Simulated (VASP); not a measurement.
BN (cubic boron nitride), 2 atoms in the cell. It takes space group F-43m (No. 216, cubic). The conventional cell has a = 3.615 Å, b = 3.615 Å, c = 3.615 Å, α = 90.00°, β = 90.00°, γ = 90.00°. Within 2.1 Å of B (site symmetry -43m) lie 4 N at 1.57 Å. Within 2.1 Å of N (site symmetry -43m) lie 4 B at 1.57 Å. 

| Property | Result |
| --- | --- |
| Program | VASP 6.6.1 |
| Task | relaxation of cell and atoms |
| Functional | LDA |
| Potentials or basis | VASP PAW LDA potentials, release 64 (B, N) |
| Cutoff | 600 eV |
| k mesh | 10 × 10 × 10 |
| Occupations | gaussian, width 0.01 eV |
| Spin | no spin polarisation |
| Dipole correction | no |
| Further INCAR settings | ALGO = Normal; EDIFF = 1e-06; IBRION = 2; EDIFFG = -0.002; NSW = 80; ISIF = 3 |

Potentials or basis: VASP PAW LDA potentials, release 64 (B, N).

Command:

```sh
$ cat potpaw_LDA.64/B/POTCAR potpaw_LDA.64/N/POTCAR > POTCAR
$ mpirun -np 1 vasp_std > vasp.out
```

Hardware: 1 thread of Intel(R) Xeon(R) Platinum 8259CL CPU @ 2.50GHz (Skylake/Cascade Lake), on a shared host.

Question: How long does it take, and how much memory?

Answer: Run time: 7.5 s on 1 thread of Intel(R) Xeon(R) Platinum 8259CL CPU @ 2.50GHz (Skylake/Cascade Lake), on a shared host, peak memory 0.12 GiB. Counts: scf iterations 24, k points 47, ion steps 3.
